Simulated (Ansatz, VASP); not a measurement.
## One calculation of MgGe4, two programs

```xyz
5
Lattice="3.8714 0.0000 0.0000 0.0000 3.8714 0.0000 0.0000 0.0000 6.6377" Properties=species:S:1:pos:R:3 pbc="T T T"
Mg    0.0000    0.0000    0.0000
Ge    0.0000    1.9357    4.5937
Ge    1.9357    0.0000    4.5937
Ge    0.0000    1.9357    2.0440
Ge    1.9357    0.0000    2.0440
```

Alike in both runs: functional PBE; dispersion D3(BJ); k mesh 10 × 10 × 6; occupations gaussian, width 0.1 eV; no spin polarisation.

Ansatz relaxed the structure, and its values are those at the end. VASP's run is a single point on that final structure, the one shown.

```csv
,VASP,Ansatz
version,VASP 6.6.1,Ansatz 0.2.0
potentials or method,"VASP PAW PBE potentials, release 64 (Mg, Ge_d), cutoff 520 eV","scalar-relativistic, plane waves, PAW"
valence electrons in the cell,58,66
```

|  | VASP | Ansatz | Ansatz less VASP |
| --- | --- | --- | --- |
| gap on the k mesh at the Fermi level (eV) | none | none | - |
| pressure (GPa) | 0.0 | 0.0 | -0.01 |
| rms of the force components (eV/Å) | 0.005 | 0.000 | -0.0052 |

A gap of «none» marks a metal or a gap that the smearing closes. VASP's potentials hold 58 valence electrons a cell and Ansatz's 66, so a difference there can come from the potentials and not from the codes.
